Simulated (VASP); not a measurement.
# TiAl in VASP: further runs

Runs on TiAl. Level: PBE. Tasks: single point.

Everything below comes from runs of VASP 6.6.1. Logs are shortened: lines on timing, memory, paths and dates and some standing lists are left out, and cuts for length are marked.

## Step 1: The cell of the first run

The structure is hexagonal, space group P-6m2 (No. 187). The conventional cell has a = 2.886 Å, b = 2.886 Å, c = 4.709 Å, α = 90.00°, β = 90.00°, γ = 120.00°. Ti (site symmetry -6m2) has 6 Al at 2.88 Å and 6 Ti at 2.89 Å within 3.8 Å. Within 3.8 Å of Al (site symmetry -6m2) lie 6 Ti at 2.88 Å and 6 Al at 2.89 Å.

## Step 2: Single point, PBE (volume scaled by 1.02)

INCAR

```
PREC     = Accurate       # precision mode
ENCUT    = 520            # plane-wave cutoff, eV
EDIFF    = 1E-6           # SCF threshold, eV
ISMEAR   = -1             # smearing method
SIGMA    = 0.05           # smearing width, eV
LREAL    = False          # projectors in reciprocal space
LASPH    = True           # aspherical terms in the spheres
NELM     = 100            # most SCF steps
ALGO     = Normal         # electronic algorithm
ISIF     = 2              # what is computed and relaxed
LWAVE    = False          # write WAVECAR
LCHARG   = True           # write CHGCAR
GGA      = PE             # functional
LELF     = True           # ELF
LVHAR    = True         
NBANDS   = 14             # bands
```

KPOINTS

```
Automatic mesh
0
Gamma
  11 11 6
```

POSCAR

```
TiAl
1.0
    2.8862512777      0.0000000000      0.0000000000
   -1.4431256388      2.4995669282      0.0000000000
    0.0000000000      0.0000000000      4.7090645850
Ti Al
1 1
Direct
    0.0000000000      0.0000000000      0.0000000000
    0.3333333333      0.6666666667      0.5000000000
```

Potentials or basis: VASP PAW PBE potentials, release 64 (Ti_sv, Al).

Command:

```sh
cat potpaw_PBE.64/Ti_sv/POTCAR potpaw_PBE.64/Al/POTCAR > POTCAR
mpirun -np 1 vasp_std > vasp.out
```

OUTCAR:

```text
PREC = Accurate
   ENCUT = 520
   EDIFF = 1E-6
   ISMEAR = -1
   LREAL = False
   LASPH = True
   NELM = 100
   ISIF = 2
   GGA = PE

 ion  position               nearest neighbor table
   1  0.000  0.000  0.000-   2 2.88   2 2.88   2 2.88   2 2.88   2 2.88   2 2.88
   2  0.333  0.667  0.500-   1 2.88   1 2.88   1 2.88   1 2.88   1 2.88   1 2.88

  LATTYP: Found a hexagonal cell.
 ALAT       =     2.8862512777
 C/A-ratio  =     1.6315504549

  Lattice vectors:

 A1 = (   2.8862512777,   0.0000000000,   0.0000000000)
 A2 = (  -1.4431256388,   2.4995669282,   0.0000000000)
 A3 = (   0.0000000000,   0.0000000000,   4.7090645850)

Analysis of symmetry for initial positions (statically):
=====================================================================
 Subroutine PRICEL returns:
 Original cell was already a primitive cell.

 Routine SETGRP: Setting up the symmetry group for a
 hexagonal supercell.

 Subroutine GETGRP returns: Found 12 space group operations
 (whereof 12 operations were pure point group operations)
 out of a pool of 24 trial point group operations.

The static configuration has the point symmetry D_3h.

Analysis of symmetry for dynamics (positions and initial velocities):
=====================================================================
 Subroutine PRICEL returns:
 Original cell was already a primitive cell.

 Routine SETGRP: Setting up the symmetry group for a
 hexagonal supercell.

 Subroutine GETGRP returns: Found 12 space group operations
 (whereof 12 operations were pure point group operations)
 out of a pool of 24 trial point group operations.

The dynamic configuration has the point symmetry D_3h.

 Subroutine INISYM returns: Found 12 space group operations
 (whereof 12 operations are pure point group operations),
 and found     1 'primitive' translations

----------------------------------------------------------------------------------------

                                     Primitive cell

  volume of cell :      33.9730

  direct lattice vectors                    reciprocal lattice vectors
     2.886251278  0.000000000  0.000000000     0.346470180  0.200034652  0.000000000
    -1.443125639  2.499566928  0.000000000     0.000000000  0.400069303  0.000000000
     0.000000000  0.000000000  4.709064585     0.000000000  0.000000000  0.212356399

  length of vectors
     2.886251278  2.886251278  4.709064585     0.400069303  0.400069303  0.212356399

  position of ions in fractional coordinates (direct lattice)
     0.000000000  0.000000000  0.000000000
     0.333333333  0.666666667  0.500000000

  ion indices of the primitive-cell ions
   primitive index   ion index
                 1           1
                 2           2

----------------------------------------------------------------------------------------

 KPOINTS: Automatic mesh

Automatic generation of k-mesh.
 Grid dimensions read from file:
 generate k-points for:   11   11    6

 Generating k-lattice:

  Cartesian coordinates                     Fractional coordinates (reciprocal lattice)
     0.031497289  0.018184968  0.000000000     0.090909091  0.000000000  0.000000000
     0.000000000  0.036369937  0.000000000     0.000000000  0.090909091  0.000000000
     0.000000000  0.000000000  0.035392733     0.000000000  0.000000000  0.166666667

  Length of vectors
     0.036369937  0.036369937  0.035392733

  Shift w.r.t. Gamma in fractional coordinates (k-lattice)
     0.000000000  0.000000000  0.000000000

 Subroutine IBZKPT returns following result:
 ===========================================

 Found     64 irreducible k-points:

 Following reciprocal coordinates:
            Coordinates               Weight
  0.000000  0.000000  0.000000      1.000000
  0.090909 -0.000000  0.000000      6.000000
  0.181818 -0.000000  0.000000      6.000000
  0.272727 -0.000000  0.000000      6.000000
  0.363636  0.000000  0.000000      6.000000
  0.454545  0.000000  0.000000      6.000000
[... 16 lines left out ...]
  0.090909  0.090909  0.166667     12.000000
  0.181818  0.090909  0.166667     24.000000
 [... further k-points ...]
   k-points           NKPTS =     64   k-points in BZ     NKDIM =     64   number of bands    NBANDS=     14
   number of dos      NEDOS =    301   number of ions     NIONS =      2
   total plane-waves  NPLWV =  20736
   dimension x,y,z NGX =    24 NGY =   24 NGZ =   36
   dimension x,y,z NGXF=    48 NGYF=   48 NGZF=   72
   ions per type =               1   1
   NGX,Y,Z   is equivalent  to a cutoff of  13.82, 13.82, 12.71 a.u.
   NGXF,Y,Z  is equivalent  to a cutoff of  27.65, 27.65, 25.42 a.u.
 SYSTEM =  unknown system
   PREC   = accura    normal or accurate (medium, high low for compatibility)
   ISTART =      0    job   : 0-new  1-cont  2-samecut
   ICHARG =      2    charge: 1-file 2-atom 10-const
   ISPIN  =      1    spin polarized calculation?
   LNONCOLLINEAR =      F non collinear calculations
   LSORBIT =      F    spin-orbit coupling
   LASPH  =      T    aspherical Exc in radial PAW
   ENCUT  =  520.0 eV  38.22 Ry    6.18 a.u.   5.37  5.37  8.76*2*pi/ulx,y,z
   NELM   =    100;   NELMIN=  2; NELMDL= -5     # of ELM steps
   EDIFF  = 0.1E-05   stopping-criterion for ELM
   LREAL  =      F    real-space projection
   EDIFFG = 0.1E-04   stopping-criterion for IOM
   NSW    =      0    number of steps for IOM
   IBRION =     -1    ionic relax: 0-MD 1-quasi-New 2-CG
   NFREE  =      0    steps in history (QN), initial steepest desc. (CG)
   ISIF   =      2    stress and relaxation
   ISYM   =      2    0-nonsym 1-usesym 2-fastsym
   POTIM  = 0.5000    time-step for ionic-motion
   TEBEG  =    0.0;   TEEND  =   0.0 temperature during run
   PSTRESS=    0.0 pullay stress
   NELECT =      15.0000    total number of electrons
   NUPDOWN=      -1.0000    fix difference up-down
   EMIN   =  10.00;   EMAX   =-10.00  energy-range for DOS
   EFERMI =   0.00;   METHOD = LEGACY
   ISMEAR =    -1;   SIGMA  =   0.05  broadening in eV -4-tet -1-fermi 0-gaus
   EFERMI_NEDOS =   21; number of points for ismear=-14 and -15
   IALGO  =     38    algorithm
   IMIX   =      4    mixing-type and parameters
     AMIX     =   0.40;   BMIX     =  1.00
     AMIX_MAG =   1.60;   BMIX_MAG =  1.00
  volume/ion in A,a.u.               =      16.99       114.63
  Fermi-wavevector in a.u.,A,eV,Ry     =   1.246601  2.355734 21.143638  1.554014
  Thomas-Fermi vector in A             =   2.380771
   LORBIT       =      0    0 simple, 1 ext, 2 COOP (PROOUT), +10 PAW based schemes
   GGA     = PE    functional components
   LHFCALC =     F    Hartree Fock is set to
   AEXX    =    0.0000 exact exchange contribution
   IVDW    =     0    specifies the selected vdW correction
   LEPSILON=     F    determine dielectric tensor
   LRPA    =     F    only Hartree local field effects (RPA)
 non-spin polarized calculation
  energy-cutoff  :      520.00
  volume of cell :       33.97
 maximum number of plane-waves:       941
 NGX is ok and might be reduce to    24
   NGX = 11   NGY = 11   NGZ = 17

 number of electron      14.9999997 magnetization

 Free energy of the ion-electron system (eV)
  ---------------------------------------------------
  ext. energy  EPLUGINS =         0.00000000
  ---------------------------------------------------
  free energy    TOTEN  =       -12.08580103 eV

  energy without entropy =      -12.06176719  energy(sigma->0) =      -12.07378411

 E-fermi :   7.6379     XC(G=0): -10.8490

 val. band max:        7.6244552145   @ k =   0.2727  -0.0000   0.5000
 cond. band min:       7.6385714314   @ k =   0.2727   0.0909   0.0000
 fundamental gap:      0.0141162169
 Fermi energy:         7.6379293876

 k-point     1 :       0.0000    0.0000    0.0000
  band No.  band energies     occupation
      1     -48.9220      2.00000
      2     -25.2345      2.00000
      3     -24.8417      2.00000
      4     -24.8417      2.00000
      5      -1.1654      2.00000
      6       5.3807      2.00000
      7       5.8412      2.00000
      8       8.9039      0.00000
      9       8.9039      0.00000
     10      10.3541      0.00000
     11      10.3541      0.00000
     12      11.4558      0.00000
     13      20.4088      0.00000
     14      20.4088      0.00000

 k-point     2 :       0.0909   -0.0000    0.0000
  band No.  band energies     occupation
      1     -48.9152      2.00000
      2     -25.2277      2.00000
      3     -24.8856      2.00000
      4     -24.8517      2.00000
      5      -0.9629      2.00000
      6       5.5985      2.00000
      7       5.8701      2.00000
      8       8.7177      0.00000
      9       9.0655      0.00000
     10      10.3000      0.00000
     11      10.3993      0.00000
     12      11.5017      0.00000
     13      17.9290      0.00000
     14      19.0282      0.00000

 k-point     3 :       0.1818   -0.0000    0.0000
  band No.  band energies     occupation
      1     -48.8967      2.00000
      2     -25.2093      2.00000
      3     -25.0022      2.00000
      4     -24.8783      2.00000
      5      -0.3638      2.00000
      6       5.9465      2.00000
      7       6.1678      2.00000
      8       8.2812      0.00001
      9       9.5238      0.00000
     10      10.1578      0.00000
     11      10.5535      0.00000
     12      11.6121      0.00000
     13      15.0146      0.00000
     14      17.6792      0.00000
[... 324 lines left out ...]
 k-point    23 :       0.0909    0.0909    0.1667
  band No.  band energies     occupation
      1     -48.9025      2.00000
      2     -25.2159      2.00000
      3     -24.9631      2.00000
      4     -24.8726      2.00000
      5      -0.4084      2.00000
      6       4.7656      2.00000
      7       6.8719      2.00000
      8       8.4011      0.00000
      9       9.3930      0.00000
     10      10.1160      0.00000
     11      10.1442      0.00000
     12      12.4945      0.00000
     13      16.4737      0.00000
     14      16.8210      0.00000

 k-point    24 :       0.1818    0.0909    0.1667
  band No.  band energies     occupation
      1     -48.8810      2.00000
      2     -25.1945      2.00000
      3     -25.0898      2.00000
      4     -24.9100      2.00000
      5       0.3620      2.00000
      6       5.2975      2.00000
      7       7.1190      1.99994
      8       7.9513      0.00379
      9       9.8560      0.00000
     10       9.9741      0.00000
     11      10.0883      0.00000
     12      12.7461      0.00000
     13      14.1406      0.00000
     14      15.6071      0.00000

 [... further k-points ...]
[... 5 lines left out ...]
  --------------------------------------------------------------------------------------
  -------------------------------------------------------------------------------------
  Total       -0.2386921     -0.2386921     -0.6916042     -0.0000000     -0.0000000     -0.0000000
  in kB      -11.2568042    -11.2568042    -32.6162983     -0.0000000     -0.0000000     -0.0000000
  external PRESSURE =     -18.3766356 kB  Pullay stress =       0.0000000 kB

 VOLUME and BASIS-vectors are now :
 -----------------------------------------------------------------------------
  energy-cutoff  :      520.00
  volume of cell :       33.97
      direct lattice vectors                 reciprocal lattice vectors
     2.886251278  0.000000000  0.000000000     0.346470180  0.200034652  0.000000000
    -1.443125639  2.499566928  0.000000000     0.000000000  0.400069303  0.000000000
     0.000000000  0.000000000  4.709064585     0.000000000  0.000000000  0.212356399

 POSITION                                       TOTAL-FORCE (eV/Angst)
 -----------------------------------------------------------------------------------
      0.00000      0.00000      0.00000         0.000000      0.000000      0.000000
     -0.00000      1.66638      2.35453        -0.000000     -0.000000      0.000000
 -----------------------------------------------------------------------------------
    total drift:                                0.000000     -0.000000      0.000000

  FREE ENERGIE OF THE ION-ELECTRON SYSTEM (eV)
  ---------------------------------------------------
  free  energy   TOTEN  =       -12.0858010276 eV

  energy  without entropy=      -12.0617671901  energy(sigma->0) =      -12.07378411
```

It took 18 s on 1 thread of Intel Xeon Platinum 8488C (Sapphire Rapids), shared host; peak memory 0.17 GiB.

What came out:

```
Free energy : -12.0858 eV
Pressure    : -1.8 GPa
```

## Step 3: Single point, PBE (volume scaled by 1.04)

INCAR

```
PREC = Accurate
ENCUT = 520
EDIFF = 1E-6
ISMEAR = -1
SIGMA = 0.05
LREAL = False
LASPH = True
NELM = 100
ALGO = Normal
ISIF = 2
LWAVE = False
LCHARG = False
GGA = PE
NBANDS = 14
```

KPOINTS is that of step 2.

POSCAR

```
TiAl
1.0
    2.9049936943      0.0000000000      0.0000000000
   -1.4524968471      2.5157983370      0.0000000000
    0.0000000000      0.0000000000      4.7396437833
Ti Al
1 1
Direct
    0.0000000000      0.0000000000      0.0000000000
    0.3333333333      0.6666666667      0.5000000000
```

Potentials or basis: VASP PAW PBE potentials, release 64 (Ti_sv, Al).

Command:

```sh
cat potpaw_PBE.64/Ti_sv/POTCAR potpaw_PBE.64/Al/POTCAR > POTCAR
mpirun -np 1 vasp_std > vasp.out
```

It took 25 s on 1 thread of Intel Xeon Platinum 8488C (Sapphire Rapids), shared host; peak memory 0.17 GiB.

It converged, with:

- Free energy: -12.0744 eV
- Pressure: -3.7 GPa

Stress tensor (GPa, compression positive):
```
-2.88  0.00  0.00
 0.00 -2.88  0.00
 0.00  0.00 -5.27
```

Levels at points of the mesh, in eV from the Fermi level:
```
           k point  band 3  band 4  band 5  band 6  band 7  band 8  band 9  band 10  band 11  band 12
(0.00, 0.00, 0.00)  -32.54  -32.54   -8.71   -2.24   -1.78    1.24    1.24     2.65     2.65     3.72
(0.00, 0.00, 0.50)  -32.54  -32.54   -7.86   -5.15   -0.38    1.25    1.25     2.58     2.58     6.66
```

(Part 1 of 2 ends here.)
